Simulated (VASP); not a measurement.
Here is a VASP 6.6.1 calculation.

File INCAR:

```
SYSTEM = Zr2N
PREC = Accurate
ENCUT = 520
EDIFF = 1E-6
ISMEAR = -1
SIGMA = 0.02
LREAL = .False.
LASPH = .True.
NELM = 100
ALGO = Normal
ISIF = 2
LWAVE = .False.
LCHARG = .False.
GGA = PS
NBANDS = 38
```

Contents of KPOINTS:

```
regular mesh
0
Gamma
  8 8 10
  0 0 0
```

File POSCAR:

```
Zr2N
1.0
    5.4130027300      0.0000000000      0.0000000000
    0.0000000000      5.4130027300      0.0000000000
    0.0000000000      0.0000000000      3.3077891900
Zr N
4 2
Direct
    0.2961254600      0.2961254600      0.0000000000
    0.7038745400      0.7038745400      0.0000000000
    0.7961254600      0.2038745400      0.5000000000
    0.2038745400      0.7961254600      0.5000000000
    0.0000000000      0.0000000000      0.0000000000
    0.5000000000      0.5000000000      0.5000000000
```

Potentials or basis: VASP PAW PBE potentials, release 64 (Zr_sv, N).

Command:

```sh
$ cat potpaw_PBE.64/Zr_sv/POTCAR potpaw_PBE.64/N/POTCAR > POTCAR
$ mpirun -np 1 vasp_std > vasp.out
```

Q: Estimate the band gap on the k mesh.

A: Zero (bands 29 and 30 overlap by 2.51 eV).

Q: Predict the largest force.

A: 0.065 eV/Å.

Q: What does it give for the pressure?

A: -4.6 GPa.

Forces on the atoms (eV/Å):
```
Zr   0.046  0.046  0.000
Zr  -0.046 -0.046  0.000
Zr   0.046 -0.046  0.000
Zr  -0.046  0.046  0.000
N    0.000  0.000  0.000
N    0.000  0.000  0.000
```

Caveat: the cell stands under tension; the PAW data sets were made with another functional, which shifts forces and pressure a little.
